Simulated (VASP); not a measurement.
Runs of VASP 6.6.1 on SiO2. The structure is that of space group P4_32_12 (No. 96), or close to it. The cells are those of the table. 

```csv
cell,k mesh,smearing,gap on the mesh (eV),pressure (GPa),largest force (eV/Å)
"a = 4.982, b = 4.982, c = 6.921 Å, 12 atoms",6 × 6 × 4,gaussian 0.02 eV,6.35,0.2,0.03
"a = 5.056, b = 5.056, c = 6.964 Å, 12 atoms",6 × 6 × 4,gaussian 0.02 eV,6.25,-0.4,0.03
"a = 4.976, b = 4.976, c = 6.901 Å, 12 atoms",4 × 4 × 4,gaussian 0.1 eV,6.35,0.3,(a)
"a = 5.131, b = 5.131, c = 6.796 Å, 12 atoms",6 × 6 × 4,gaussian 0.02 eV,(b),(c),0.86
```

Alike in all rows: task single point; level r2SCAN; potentials or basis VASP PAW PBE potentials, release 64 (Si, O); no spin polarisation; cutoff (eV) 520.

Task: Estimate the missing entries.

Result: (a) 0.02; (b) 6.17; (c) -1.2.

Caveats: the PAW data sets were made with another functional, which shifts forces and pressure a little.

A k mesh can miss the band edges.
